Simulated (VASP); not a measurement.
# Ge3PdF4 (Pm-3m) in VASP: single point with PBE

Aim: the single point of Ge3PdF4 with PBE.

Everything below comes from runs of VASP 6.6.1. Logs are shortened: lines on timing, memory, paths and dates and some standing lists are left out, and cuts for length are marked.

**1. The cell of the first run**

Symmetry: Pm-3m, No. 221, cubic system. Conventional cell: a = 5.036 Å, b = 5.036 Å, c = 5.036 Å, α = 90.00°, β = 90.00°, γ = 90.00°. Ge (site symmetry 4/mmm) has 6 F at 2.52 Å within 3.3 Å. Pd (site symmetry m-3m) has 6 F at 2.52 Å within 3.3 Å. Within 3.3 Å of F (site symmetry 4/mmm) lie 4 Ge at 2.52 Å and 2 Pd at 2.52 Å. F (site symmetry m-3m) has 6 Ge at 2.52 Å within 3.3 Å.

**2. Single point, PBE**

Input file INCAR:

```
SYSTEM = Ge3PdF4
PREC = Accurate
ENCUT = 520
EDIFF = 1E-6
ISMEAR = 0
SIGMA = 0.1
LREAL = .False.
LASPH = .True.
NELM = 80
ALGO = Normal
ISIF = 2
LWAVE = .False.
LCHARG = .False.
GGA = PE
NBANDS = 50
```

Input file KPOINTS:

```
Automatic mesh
0
Gamma
  4 4 4
  0 0 0
```

Input file POSCAR:

```
Ge3PdF4
1.0
    5.0359140619      0.0000000000      0.0000000000
    0.0000000000      5.0359140619      0.0000000000
    0.0000000000      0.0000000000      5.0359140619
Ge Pd F
3 1 4
Direct
    0.5000000000      0.0000000000      0.0000000000
    0.0000000000      0.5000000000      0.0000000000
    0.0000000000      0.0000000000      0.5000000000
    0.5000000000      0.5000000000      0.5000000000
    0.0000000000      0.5000000000      0.5000000000
    0.5000000000      0.0000000000      0.5000000000
    0.5000000000      0.5000000000      0.0000000000
    0.0000000000      0.0000000000      0.0000000000
```

Potentials or basis: VASP PAW PBE potentials, release 64 (Ge_d, Pd, F).

Launch:

```bash
cat potpaw_PBE.64/Ge_d/POTCAR potpaw_PBE.64/Pd/POTCAR potpaw_PBE.64/F/POTCAR > POTCAR
mpirun -np 1 vasp_std > vasp.out
```

OUTCAR:

```text
SYSTEM = Ge3PdF4
   PREC = Accurate
   ENCUT = 520
   EDIFF = 1E-6
   ISMEAR = 0
   LREAL = .False.
   LASPH = .True.
   NELM = 80
   ISIF = 2
   GGA = PE

 ion  position               nearest neighbor table
   1  0.500  0.000  0.000-
   2  0.000  0.500  0.000-
   3  0.000  0.000  0.500-
   4  0.500  0.500  0.500-   5 2.52   6 2.52   7 2.52   7 2.52   6 2.52   5 2.52
   5  0.000  0.500  0.500-   4 2.52   4 2.52
   6  0.500  0.000  0.500-   4 2.52   4 2.52
   7  0.500  0.500  0.000-   4 2.52   4 2.52
   8  0.000  0.000  0.000-

  LATTYP: Found a simple cubic cell.
 ALAT       =     5.0359140619

  Lattice vectors:

 A1 = (   5.0359140619,   0.0000000000,   0.0000000000)
 A2 = (   0.0000000000,   5.0359140619,   0.0000000000)
 A3 = (   0.0000000000,   0.0000000000,   5.0359140619)

Analysis of symmetry for initial positions (statically):
=====================================================================
 Subroutine PRICEL returns:
 Original cell was already a primitive cell.

 Routine SETGRP: Setting up the symmetry group for a
 simple cubic supercell.

 Subroutine GETGRP returns: Found 48 space group operations
 (whereof 48 operations were pure point group operations)
 out of a pool of 48 trial point group operations.

The static configuration has the point symmetry O_h .

Analysis of symmetry for dynamics (positions and initial velocities):
=====================================================================
 Subroutine PRICEL returns:
 Original cell was already a primitive cell.

 Routine SETGRP: Setting up the symmetry group for a
 simple cubic supercell.

 Subroutine GETGRP returns: Found 48 space group operations
 (whereof 48 operations were pure point group operations)
 out of a pool of 48 trial point group operations.

The dynamic configuration has the point symmetry O_h .

 Subroutine INISYM returns: Found 48 space group operations
 (whereof 48 operations are pure point group operations),
 and found     1 'primitive' translations

----------------------------------------------------------------------------------------

                                     Primitive cell

  volume of cell :     127.7129

  direct lattice vectors                    reciprocal lattice vectors
     5.035914062  0.000000000  0.000000000     0.198573682  0.000000000  0.000000000
     0.000000000  5.035914062  0.000000000     0.000000000  0.198573682  0.000000000
[... 88 lines left out ...]
   ISIF   =      2    stress and relaxation
   ISYM   =      2    0-nonsym 1-usesym 2-fastsym
   POTIM  = 0.5000    time-step for ionic-motion
   TEBEG  =    0.0;   TEEND  =   0.0 temperature during run
   PSTRESS=    0.0 pullay stress
   NELECT =      80.0000    total number of electrons
   NUPDOWN=      -1.0000    fix difference up-down
   EMIN   =  10.00;   EMAX   =-10.00  energy-range for DOS
   EFERMI =   0.00;   METHOD = LEGACY
   ISMEAR =     0;   SIGMA  =   0.10  broadening in eV -4-tet -1-fermi 0-gaus
   EFERMI_NEDOS =   21; number of points for ismear=-14 and -15
   IALGO  =     38    algorithm
   IMIX   =      4    mixing-type and parameters
     AMIX     =   0.40;   BMIX     =  1.00
     AMIX_MAG =   1.60;   BMIX_MAG =  1.00
  volume/ion in A,a.u.               =      15.96       107.73
  Fermi-wavevector in a.u.,A,eV,Ry     =   1.400747  2.647029 26.695903  1.962094
  Thomas-Fermi vector in A             =   2.523677
   LORBIT       =      0    0 simple, 1 ext, 2 COOP (PROOUT), +10 PAW based schemes
   GGA     = PE    functional components
   LHFCALC =     F    Hartree Fock is set to
   AEXX    =    0.0000 exact exchange contribution
   IVDW    =     0    specifies the selected vdW correction
   LEPSILON=     F    determine dielectric tensor
   LRPA    =     F    only Hartree local field effects (RPA)
 non-spin polarized calculation
 Gauss-broadening in eV      SIGMA  =   0.10
  energy-cutoff  :      520.00
  volume of cell :      127.71
 maximum number of plane-waves:      3468
 NGX is ok and might be reduce to    40
   NGX = 19   NGY = 19   NGZ = 19

 number of electron      80.0000013 magnetization

 Free energy of the ion-electron system (eV)
  ---------------------------------------------------
  ext. energy  EPLUGINS =         0.00000000
  ---------------------------------------------------
  free energy    TOTEN  =       -31.65059600 eV

  energy without entropy =      -31.61824397  energy(sigma->0) =      -31.63441998

 E-fermi :   4.8006     XC(G=0): -10.3354

 val. band max:        4.7873819207   @ k =   0.5000   0.2500   0.2500
 cond. band min:       4.8454301326   @ k =   0.5000   0.2500   0.0000
 fundamental gap:      0.0580482119
 Fermi energy:         4.8006138046

 k-point     1 :       0.0000    0.0000    0.0000
  band No.  band energies     occupation
      1     -21.3065      2.00000
      2     -21.2413      2.00000
      3     -21.2413      2.00000
      4     -21.2180      2.00000
      5     -21.2180      2.00000
      6     -21.2180      2.00000
[... 519 lines left out ...]
     49       8.2204      0.00000
     50      13.6724      0.00000

------------------------ aborting loop because EDIFF is reached ----------------------------------------

  FORCE on cell =-STRESS in cart. coord.  units (eV):
  Direction    XX          YY          ZZ          XY          YZ          ZX
  --------------------------------------------------------------------------------------
  -------------------------------------------------------------------------------------
  Total       -0.1283351     -0.1283351     -0.1283351      0.0000000      0.0000000      0.0000000
  in kB       -1.6099819     -1.6099819     -1.6099819      0.0000000      0.0000000      0.0000000
  external PRESSURE =      -1.6099819 kB  Pullay stress =       0.0000000 kB

 VOLUME and BASIS-vectors are now :
 -----------------------------------------------------------------------------
  energy-cutoff  :      520.00
  volume of cell :      127.71
      direct lattice vectors                 reciprocal lattice vectors
     5.035914062  0.000000000  0.000000000     0.198573682  0.000000000  0.000000000
     0.000000000  5.035914062  0.000000000     0.000000000  0.198573682  0.000000000
     0.000000000  0.000000000  5.035914062     0.000000000  0.000000000  0.198573682

 POSITION                                       TOTAL-FORCE (eV/Angst)
 -----------------------------------------------------------------------------------
      2.51796      0.00000      0.00000         0.000000      0.000000      0.000000
      0.00000      2.51796      0.00000         0.000000      0.000000      0.000000
      0.00000      0.00000      2.51796         0.000000      0.000000      0.000000
      2.51796      2.51796      2.51796         0.000000      0.000000      0.000000
      0.00000      2.51796      2.51796         0.000000      0.000000      0.000000
      2.51796      0.00000      2.51796         0.000000      0.000000      0.000000
      2.51796      2.51796      0.00000         0.000000      0.000000      0.000000
      0.00000      0.00000      0.00000         0.000000      0.000000      0.000000
 -----------------------------------------------------------------------------------
    total drift:                               -0.000000      0.000000     -0.000000

  FREE ENERGIE OF THE ION-ELECTRON SYSTEM (eV)
  ---------------------------------------------------
  free  energy   TOTEN  =       -31.6505960016 eV

  energy  without entropy=      -31.6182439674  energy(sigma->0) =      -31.63441998
```

stdout:

```text
POSCAR found type information on POSCAR GePdF
 POSCAR found :  3 types and       8 ions
 scaLAPACK will be used
 LDA part: xc-table for (Slater+PW92), standard interpolation
 POSCAR, INCAR and KPOINTS ok, starting setup
 FFT: planning ... GRIDC
 FFT: planning ... GRID_SOFT
 FFT: planning ... GRID
 WAVECAR not read
 entering main loop
```

Wall time 1.9 min (1 thread of AMD EPYC 7R43 (Zen 3), shared host); peak memory 0.21 GiB.

Results:

```yaml
Free_energy: -31.6506 eV
Pressure: -0.2 GPa
Band_gap_on_the_k_mesh: zero (band 40 reaches 5.91 eV, above the bottom of band 41 at 3.78 eV)
```

Levels at points of the mesh, in eV from the Fermi level:
```csv
k point,band 37,band 38,band 39,band 40,band 41,band 42
"(0.00, 0.00, 0.00)",-1.40,-0.99,-0.99,1.11,1.11,1.11
"(0.50, 0.00, 0.00)",-1.24,-1.10,-0.63,0.26,0.97,1.50
"(0.50, 0.50, 0.00)",-1.23,-1.13,-0.49,-0.22,-0.08,0.61
"(0.50, 0.50, 0.50)",-1.23,-1.23,-1.02,-1.02,-1.02,-0.07
```
